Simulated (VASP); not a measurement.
Runs of VASP 6.6.1 on Sc2AlF3. The structure is that of space group P6/mmm (No. 191), or close to it. The cells are those of the table. The cell was built from a structure type or drawn by symmetry, and may not be a known phase.

```csv
spin,cell,k mesh,gap on the mesh (eV),pressure (GPa),moment (μB)
off,"a = 5.491, b = 5.491, c = 4.007 Å, angles 90.0, 90.0, 120.0°, 6 atoms",12 × 12 × 10,none,(a),-
collinear,"a = 5.468, b = 5.468, c = 4.007 Å, angles 90.0, 90.0, 120.0°, 6 atoms",6 × 6 × 4,none,0.4,0.00
collinear,"a = 4.401, b = 4.401, c = 6.028 Å, angles 90.0, 90.0, 120.0°, 6 atoms",6 × 6 × 4,none,12.2,0.00
off,"a = 4.401, b = 4.401, c = 6.028 Å, angles 90.0, 90.0, 120.0°, 6 atoms",6 × 6 × 4,none,12.2,-
```

Alike in all rows: task single point; level PBE; potentials or basis VASP PAW PBE potentials, release 64 (Sc_sv, Al, F); cutoff (eV) 520; smearing gaussian 0.1 eV.

Question: Estimate the missing entries.

Answer: (a) 0.2.

Caveats: some runs use coarse meshes; the cell stands under pressure (at least some runs).

A gap of «none» marks levels without a gap at the run's occupations.
